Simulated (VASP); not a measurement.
# CaSe (Fm-3m) in VASP: a series of runs

The runs below take CaSe through single point, with PBE, r2SCAN.

Program: VASP 6.6.1. These are calculated values, not measurements. Logs are shortened: lines on timing, memory, paths and dates and some standing lists are left out, and cuts for length are marked.

## 1. The cell of the first run

Symmetry: Fm-3m, No. 225, cubic system. Conventional cell: a = 5.935 Å, b = 5.935 Å, c = 5.935 Å, α = 90.00°, β = 90.00°, γ = 90.00°. Within 3.9 Å of Ca (site symmetry m-3m) lie 6 Se at 2.97 Å. Within 3.9 Å of Se (site symmetry m-3m) lie 6 Ca at 2.97 Å.

## 2. Single point, PBE

File INCAR:

```
SYSTEM = CaSe
PREC = Accurate
ENCUT = 520
EDIFF = 1E-7
ISMEAR = 0
SIGMA = 0.01
LREAL = .FALSE.
LASPH = .TRUE.
NELM = 80
ALGO = Normal
ISIF = 2
LWAVE = .FALSE.
LCHARG = .FALSE.
GGA = PE
NBANDS = 15
```

File KPOINTS:

```
Automatic mesh
0
G
  6 6 6
  0 0 0
```

File POSCAR:

```
CaSe
1.0
    0.0000000000      2.9675351259      2.9675351259
    2.9675351259      0.0000000000      2.9675351259
    2.9675351259      2.9675351259      0.0000000000
Ca Se
1 1
Direct
    0.0000000000      0.0000000000      0.0000000000
    0.5000000000      0.5000000000      0.5000000000
```

Potentials or basis: VASP PAW PBE potentials, release 64 (Ca_sv, Se).

Command:

```
> cat potpaw_PBE.64/Ca_sv/POTCAR potpaw_PBE.64/Se/POTCAR > POTCAR
> mpirun -np 1 vasp_std > vasp.out
```

OUTCAR:

```text
SYSTEM = CaSe
   PREC = Accurate
   ENCUT = 520
   EDIFF = 1E-7
   ISMEAR = 0
   LREAL = .FALSE.
   LASPH = .TRUE.
   NELM = 80
   ISIF = 2
   GGA = PE

 ion  position               nearest neighbor table
   1  0.000  0.000  0.000-   2 2.97   2 2.97   2 2.97   2 2.97   2 2.97   2 2.97
   2  0.500  0.500  0.500-   1 2.97   1 2.97   1 2.97   1 2.97   1 2.97   1 2.97

  LATTYP: Found a face centered cubic cell.
 ALAT       =     5.9350702518

  Lattice vectors:

 A1 = (   0.0000000000,   2.9675351259,   2.9675351259)
 A2 = (   2.9675351259,   0.0000000000,   2.9675351259)
 A3 = (   2.9675351259,   2.9675351259,   0.0000000000)

Analysis of symmetry for initial positions (statically):
[... 5 lines left out ...]
 face centered cubic supercell.

 Subroutine GETGRP returns: Found 48 space group operations
 (whereof 48 operations were pure point group operations)
 out of a pool of 48 trial point group operations.

The static configuration has the point symmetry O_h .

Analysis of symmetry for dynamics (positions and initial velocities):
[... 5 lines left out ...]
 face centered cubic supercell.

 Subroutine GETGRP returns: Found 48 space group operations
 (whereof 48 operations were pure point group operations)
 out of a pool of 48 trial point group operations.

The dynamic configuration has the point symmetry O_h .

 Subroutine INISYM returns: Found 48 space group operations
 (whereof 48 operations are pure point group operations),
 and found     1 'primitive' translations

----------------------------------------------------------------------------------------

                                     Primitive cell

  volume of cell :      52.2658

  direct lattice vectors                    reciprocal lattice vectors
     0.000000000  2.967535126  2.967535126    -0.168490002  0.168490002  0.168490002
     2.967535126  0.000000000  2.967535126     0.168490002 -0.168490002  0.168490002
     2.967535126  2.967535126  0.000000000     0.168490002  0.168490002 -0.168490002

  length of vectors
     4.196728422  4.196728422  4.196728422     0.291833244  0.291833244  0.291833244

  position of ions in fractional coordinates (direct lattice)
     0.000000000  0.000000000  0.000000000
     0.500000000  0.500000000  0.500000000

  ion indices of the primitive-cell ions
   primitive index   ion index
                 1           1
                 2           2

----------------------------------------------------------------------------------------

 KPOINTS: Automatic mesh

Automatic generation of k-mesh.
 Grid dimensions read from file:
 generate k-points for:    6    6    6

 Generating k-lattice:

  Cartesian coordinates                     Fractional coordinates (reciprocal lattice)
    -0.028081667  0.028081667  0.028081667     0.166666667  0.000000000  0.000000000
     0.028081667 -0.028081667  0.028081667     0.000000000  0.166666667  0.000000000
     0.028081667  0.028081667 -0.028081667     0.000000000  0.000000000  0.166666667

  Length of vectors
     0.048638874  0.048638874  0.048638874

  Shift w.r.t. Gamma in fractional coordinates (k-lattice)
     0.000000000  0.000000000  0.000000000

 Subroutine IBZKPT returns following result:
 ===========================================

 Found     16 irreducible k-points:

 Following reciprocal coordinates:
            Coordinates               Weight
  0.000000  0.000000  0.000000      1.000000
  0.166667  0.000000  0.000000      8.000000
  0.333333  0.000000  0.000000      8.000000
  0.500000  0.000000  0.000000      4.000000
  0.166667  0.166667  0.000000      6.000000
  0.333333  0.166667  0.000000     24.000000
[... 8 lines left out ...]
 -0.333333  0.333333  0.166667     24.000000
 -0.333333  0.500000  0.166667     12.000000
   k-points           NKPTS =     16   k-points in BZ     NKDIM =     16   number of bands    NBANDS=     15
   number of dos      NEDOS =    301   number of ions     NIONS =      2
   total plane-waves  NPLWV =  32768
   dimension x,y,z NGX =    32 NGY =   32 NGZ =   32
   dimension x,y,z NGXF=    64 NGYF=   64 NGZF=   64
   ions per type =               1   1
   NGX,Y,Z   is equivalent  to a cutoff of  12.68, 12.68, 12.68 a.u.
   NGXF,Y,Z  is equivalent  to a cutoff of  25.35, 25.35, 25.35 a.u.
 SYSTEM =  CaSe
   PREC   = accura    normal or accurate (medium, high low for compatibility)
   ISTART =      0    job   : 0-new  1-cont  2-samecut
   ICHARG =      2    charge: 1-file 2-atom 10-const
   ISPIN  =      1    spin polarized calculation?
   LNONCOLLINEAR =      F non collinear calculations
   LSORBIT =      F    spin-orbit coupling
   LASPH  =      T    aspherical Exc in radial PAW
   ENCUT  =  520.0 eV  38.22 Ry    6.18 a.u.   7.80  7.80  7.80*2*pi/ulx,y,z
   NELM   =     80;   NELMIN=  2; NELMDL= -5     # of ELM steps
   EDIFF  = 0.1E-06   stopping-criterion for ELM
   LREAL  =      F    real-space projection
   EDIFFG = 0.1E-05   stopping-criterion for IOM
   NSW    =      0    number of steps for IOM
   IBRION =     -1    ionic relax: 0-MD 1-quasi-New 2-CG
   NFREE  =      0    steps in history (QN), initial steepest desc. (CG)
   ISIF   =      2    stress and relaxation
   ISYM   =      2    0-nonsym 1-usesym 2-fastsym
   POTIM  = 0.5000    time-step for ionic-motion
   TEBEG  =    0.0;   TEEND  =   0.0 temperature during run
   PSTRESS=    0.0 pullay stress
   NELECT =      16.0000    total number of electrons
   NUPDOWN=      -1.0000    fix difference up-down
   EMIN   =  10.00;   EMAX   =-10.00  energy-range for DOS
   EFERMI =   0.00;   METHOD = LEGACY
   ISMEAR =     0;   SIGMA  =   0.01  broadening in eV -4-tet -1-fermi 0-gaus
   EFERMI_NEDOS =   21; number of points for ismear=-14 and -15
   IALGO  =     38    algorithm
   IMIX   =      4    mixing-type and parameters
     AMIX     =   0.40;   BMIX     =  1.00
     AMIX_MAG =   1.60;   BMIX_MAG =  1.00
  volume/ion in A,a.u.               =      26.13       176.35
  Fermi-wavevector in a.u.,A,eV,Ry     =   1.103339  2.085008 16.563146  1.217357
  Thomas-Fermi vector in A             =   2.239796
   LORBIT       =      0    0 simple, 1 ext, 2 COOP (PROOUT), +10 PAW based schemes
   GGA     = PE    functional components
   LHFCALC =     F    Hartree Fock is set to
   AEXX    =    0.0000 exact exchange contribution
   IVDW    =     0    specifies the selected vdW correction
   LEPSILON=     F    determine dielectric tensor
   LRPA    =     F    only Hartree local field effects (RPA)
 non-spin polarized calculation
 Gauss-broadening in eV      SIGMA  =   0.01
  energy-cutoff  :      520.00
  volume of cell :       52.27
 maximum number of plane-waves:      1420
   NGX = 15   NGY = 15   NGZ = 15

 number of electron      15.9999997 magnetization

 Free energy of the ion-electron system (eV)
  ---------------------------------------------------
  ext. energy  EPLUGINS =         0.00000000
  ---------------------------------------------------
  free energy    TOTEN  =        -9.48318908 eV

  energy without entropy =       -9.48318908  energy(sigma->0) =       -9.48318908

 E-fermi :   2.4705     XC(G=0):  -9.1127

 val. band max:        2.3785024471   @ k =   0.0000   0.0000   0.0000
 cond. band min:       4.4251367045   @ k =   0.5000   0.5000   0.0000
 fundamental gap:      2.0466342574
 Fermi energy:         2.4704855943

 k-point     1 :       0.0000    0.0000    0.0000
  band No.  band energies     occupation
      1     -37.4027      2.00000
      2     -18.3948      2.00000
      3     -18.3948      2.00000
      4     -18.3948      2.00000
      5      -9.3855      2.00000
      6       2.3785      2.00000
      7       2.3785      2.00000
      8       2.3785      2.00000
      9       5.6661      0.00000
     10       6.0869      0.00000
     11       6.0869      0.00000
     12       6.0869      0.00000
     13       6.6459      0.00000
     14       6.6459      0.00000
     15      12.0782      0.00000

 k-point     2 :       0.1667    0.0000    0.0000
  band No.  band energies     occupation
      1     -37.4011      2.00000
      2     -18.4226      2.00000
      3     -18.3967      2.00000
      4     -18.3967      2.00000
      5      -9.2295      2.00000
      6       1.2058      2.00000
      7       1.9972      2.00000
      8       1.9972      2.00000
      9       5.9981      0.00000
     10       6.4385      0.00000
     11       6.4385      0.00000
     12       7.1389      0.00000
     13       7.3293      0.00000
     14       7.3293      0.00000
     15      12.1470      0.00000

 k-point     3 :       0.3333    0.0000    0.0000
  band No.  band energies     occupation
      1     -37.3979      2.00000
      2     -18.4771      2.00000
      3     -18.4004      2.00000
      4     -18.4004      2.00000
      5      -8.8920      2.00000
      6      -0.2732      2.00000
      7       1.4300      2.00000
      8       1.4300      2.00000
      9       6.3114      0.00000
     10       7.2487      0.00000
     11       7.2487      0.00000
     12       8.4268      0.00000
     13       8.7602      0.00000
     14       8.7602      0.00000
     15      11.7709      0.00000

 k-point     4 :       0.5000    0.0000    0.0000
  band No.  band energies     occupation
      1     -37.3963      2.00000
      2     -18.5038      2.00000
      3     -18.4023      2.00000
      4     -18.4023      2.00000
      5      -8.7070      2.00000
      6      -0.8675      2.00000
      7       1.2011      2.00000
      8       1.2011      2.00000
      9       6.8786      0.00000
     10       7.8287      0.00000
     11       7.8592      0.00000
     12       7.8592      0.00000
     13       9.8358      0.00000
     14       9.8358      0.00000
     15      10.4242      0.00000
[... 163 lines left out ...]
 k-point    14 :       0.5000    0.3333    0.1667
  band No.  band energies     occupation
      1     -37.3958      2.00000
      2     -18.4681      2.00000
      3     -18.4293      2.00000
      4     -18.4118      2.00000
      5      -8.8028      2.00000
      6      -0.1545      2.00000
      7       1.0099      2.00000
      8       1.2110      2.00000
      9       5.9496      0.00000
     10       7.4026      0.00000
     11       7.9035      0.00000
     12       8.0587      0.00000
     13       8.4545      0.00000
     14       9.8186      0.00000
     15      10.5562      0.00000

 k-point    15 :      -0.3333    0.3333    0.1667
  band No.  band energies     occupation
      1     -37.3947      2.00000
      2     -18.4705      2.00000
      3     -18.4381      2.00000
      4     -18.4180      2.00000
      5      -8.7253      2.00000
      6      -0.1165      2.00000
      7       0.5884      2.00000
      8       1.0612      2.00000
      9       6.8055      0.00000
     10       6.8846      0.00000
     11       8.0800      0.00000
     12       8.2408      0.00000
     13       8.3226      0.00000
     14      10.1448      0.00000
     15      10.9353      0.00000

 k-point    16 :      -0.3333    0.5000    0.1667
  band No.  band energies     occupation
      1     -37.3942      2.00000
      2     -18.4618      2.00000
      3     -18.4382      2.00000
      4     -18.4311      2.00000
      5      -8.7534      2.00000
      6       0.1215      2.00000
      7       0.8199      2.00000
      8       0.8870      2.00000
      9       5.7007      0.00000
     10       7.5290      0.00000
     11       7.7061      0.00000
     12       8.1477      0.00000
     13       8.3905      0.00000
     14       9.3342      0.00000
     15      11.8253      0.00000

------------------------ aborting loop because EDIFF is reached ----------------------------------------

  FORCE on cell =-STRESS in cart. coord.  units (eV):
  Direction    XX          YY          ZZ          XY          YZ          ZX
  --------------------------------------------------------------------------------------
  -------------------------------------------------------------------------------------
  Total        0.2435375      0.2435375      0.2435375      0.0000000      0.0000000      0.0000000
  in kB        7.4655002      7.4655002      7.4655002      0.0000000      0.0000000      0.0000000
  external PRESSURE =       7.4655002 kB  Pullay stress =       0.0000000 kB

 VOLUME and BASIS-vectors are now :
 -----------------------------------------------------------------------------
  energy-cutoff  :      520.00
  volume of cell :       52.27
      direct lattice vectors                 reciprocal lattice vectors
     0.000000000  2.967535126  2.967535126    -0.168490002  0.168490002  0.168490002
     2.967535126  0.000000000  2.967535126     0.168490002 -0.168490002  0.168490002
     2.967535126  2.967535126  0.000000000     0.168490002  0.168490002 -0.168490002

 POSITION                                       TOTAL-FORCE (eV/Angst)
 -----------------------------------------------------------------------------------
      0.00000      0.00000      0.00000        -0.000000      0.000000      0.000000
      2.96754      2.96754      2.96754         0.000000     -0.000000     -0.000000
 -----------------------------------------------------------------------------------
    total drift:                                0.000000     -0.000000     -0.000000

  FREE ENERGIE OF THE ION-ELECTRON SYSTEM (eV)
  ---------------------------------------------------
  free  energy   TOTEN  =        -9.4831890838 eV

  energy  without entropy=       -9.4831890838  energy(sigma->0) =       -9.48318908
```

It took 6.1 s on 1 thread of Intel Xeon 6975P-C (Granite Rapids), shared host; peak memory 0.17 GiB.

What came out:

```
Free energy            : -9.4832 eV
Pressure               : 0.7 GPa
Band gap on the k mesh : 2.05 eV, indirect (least direct gap 2.97 eV)
```

Levels at points of the mesh, in eV from the valence-band top:
```
           k point  band 5  band 6  band 7  band 8  band 9  band 10  band 11  band 12
(0.00, 0.00, 0.00)  -11.76    0.00    0.00    0.00    3.29     3.71     3.71     3.71
(0.50, 0.00, 0.00)  -11.09   -3.25   -1.18   -1.18    4.50     5.45     5.48     5.48
(0.50, 0.50, 0.00)  -11.20   -2.49   -0.92   -0.92    2.05     5.01     5.02     5.98
```

A k mesh can miss the band edges. PBE gaps usually lie below the measured ones, often by a third to a half.

## 3. Single point, PBE

File INCAR:

```
PREC = Accurate ; ENCUT = 520
EDIFF = 1E-6 ; ISMEAR = 0
SIGMA = 0.01 ; LREAL = F
LASPH = T ; NELM = 60
ALGO = Normal ; ISIF = 2
LWAVE = F ; LCHARG = F
GGA = PE ; NBANDS = 15
```

File KPOINTS:

```
regular mesh
0
Gamma
  6 6 6
```

POSCAR is that of step 2.

Potentials or basis: VASP PAW PBE potentials, release 64 (Ca_sv, Se).

Command:

```
> cat potpaw_PBE.64/Ca_sv/POTCAR potpaw_PBE.64/Se/POTCAR > POTCAR
> mpirun -np 1 vasp_std > vasp.out
```

Wall time 5.7 s (1 thread of Intel Xeon 6975P-C (Granite Rapids), shared host); peak memory 0.17 GiB.

It converged, with:

```yaml
Free_energy: -9.4832 eV
Pressure: 0.7 GPa
Band_gap_on_the_k_mesh: 2.05 eV, indirect (least direct gap 2.97 eV)
```

Levels at points of the mesh, in eV from the valence-band top:
```
           k point  band 4  band 5  band 6  band 7  band 8  band 9  band 10  band 11  band 12  band 13
(0.00, 0.00, 0.00)  -20.77  -11.76    0.00    0.00    0.00    3.29     3.71     3.71     3.71     4.27
(0.50, 0.00, 0.00)  -20.78  -11.09   -3.25   -1.18   -1.18    4.50     5.45     5.48     5.48     7.46
(0.50, 0.50, 0.00)  -20.81  -11.20   -2.49   -0.92   -0.92    2.05     5.01     5.02     5.98     6.01
```

## 4. Single point, r2SCAN

POSCAR is that of step 3.

File INCAR.step1:

```
  ALGO = Normal
  EDIFF = 1E-4
  ENCUT = 520
  GGA = PE
  ISMEAR = 0
  LASPH = T
  LCHARG = F
  LREAL = F
  LWAVE = T
  NBANDS = 15
  NELM = 100
  PREC = Accurate
  SIGMA = 0.01
```

File INCAR.step2:

```
  ALGO = Normal
  EDIFF = 1E-7
  ENCUT = 520
  ISIF = 2
  ISMEAR = 0
  ISTART = 1
  LASPH = T
  LCHARG = F
  LMIXTAU = T
  LREAL = F
  LWAVE = F
  METAGGA = R2SCAN
  NBANDS = 15
  NELM = 100
  PREC = Accurate
  SIGMA = 0.01
```

File KPOINTS:

```
k-points
0
Gamma
  6 6 6
```

Command:

```
> cat potpaw_PBE.64/Ca_sv/POTCAR potpaw_PBE.64/Se/POTCAR > POTCAR
> cp INCAR.step1 INCAR
> mpirun -np 1 vasp_std > vasp.out
> cp INCAR.step2 INCAR
> mpirun -np 1 vasp_std > vasp.out
```

It took 30 s on 1 thread of Intel Xeon 6975P-C (Granite Rapids), shared host; peak memory 0.19 GiB.

Results (log left out):

```yaml
Free_energy: -25.9785 eV
Pressure: 0.2 GPa
Band_gap_on_the_k_mesh: 2.52 eV, indirect (least direct gap 3.46 eV)
```

Levels at points of the mesh, in eV from the valence-band top:
| k point | band 4 | band 5 | band 6 | band 7 | band 8 | band 9 | band 10 | band 11 | band 12 | band 13 |
| --- | --- | --- | --- | --- | --- | --- | --- | --- | --- | --- |
| (0.00, 0.00, 0.00) | -21.44 | -12.16 | 0.00 | 0.00 | 0.00 | 4.08 | 4.23 | 4.23 | 4.23 | 4.82 |
| (0.50, 0.00, 0.00) | -21.45 | -11.45 | -3.24 | -1.17 | -1.17 | 5.10 | 6.07 | 6.09 | 6.09 | 8.10 |
| (0.50, 0.50, 0.00) | -21.47 | -11.57 | -2.52 | -0.94 | -0.94 | 2.52 | 5.60 | 5.76 | 6.62 | 6.62 |

Caveat: the PAW data sets were made with another functional, which shifts forces and pressure a little.

## 5. Single point, r2SCAN

POSCAR is that of step 4.

File INCAR.step1:

```
SYSTEM = CaSe
  ALGO = Normal
  EDIFF = 1E-4
  ENCUT = 520
  GGA = PE
  ISMEAR = 0
  LASPH = .True.
  LCHARG = .False.
  LREAL = .False.
  LWAVE = .True.
  NBANDS = 15
  NELM = 80
  PREC = Accurate
  SIGMA = 0.01
```

File INCAR.step2:

```
SYSTEM = CaSe
  ALGO = Normal
  EDIFF = 1E-7
  ENCUT = 520
  ISIF = 2
  ISMEAR = 0
  ISTART = 1
  LASPH = .True.
  LCHARG = .False.
  LMIXTAU = .True.
  LREAL = .False.
  LWAVE = .False.
  METAGGA = R2SCAN
  NBANDS = 15
  NELM = 80
  PREC = Accurate
  SIGMA = 0.01
```

File KPOINTS:

```
k-points
0
Gamma
  6 6 6
  0 0 0
```

Command:

```
> cat potpaw_PBE.64/Ca_sv/POTCAR potpaw_PBE.64/Se/POTCAR > POTCAR
> cp INCAR.step1 INCAR
> mpirun -np 1 vasp_std > vasp.out
> cp INCAR.step2 INCAR
> mpirun -np 1 vasp_std > vasp.out
```

Wall time 30 s (1 thread of Intel Xeon 6975P-C (Granite Rapids), shared host); peak memory 0.18 GiB.

The run converged. Its results:

```yaml
Free_energy: -25.9785 eV
Pressure: 0.2 GPa
Band_gap_on_the_k_mesh: 2.52 eV, indirect (least direct gap 3.46 eV)
```

Levels at points of the mesh, in eV from the valence-band top:
| k point | band 6 | band 7 | band 8 | band 9 | band 10 | band 11 |
| --- | --- | --- | --- | --- | --- | --- |
| (0.00, 0.00, 0.00) | 0.00 | 0.00 | 0.00 | 4.08 | 4.23 | 4.23 |
| (0.50, 0.00, 0.00) | -3.24 | -1.17 | -1.17 | 5.10 | 6.07 | 6.09 |
| (0.50, 0.50, 0.00) | -2.52 | -0.94 | -0.94 | 2.52 | 5.60 | 5.76 |

Caveat: the PAW data sets were made with another functional, which shifts forces and pressure a little. r2SCAN opens gaps a little over a GGA but as a rule still falls short of measured ones.
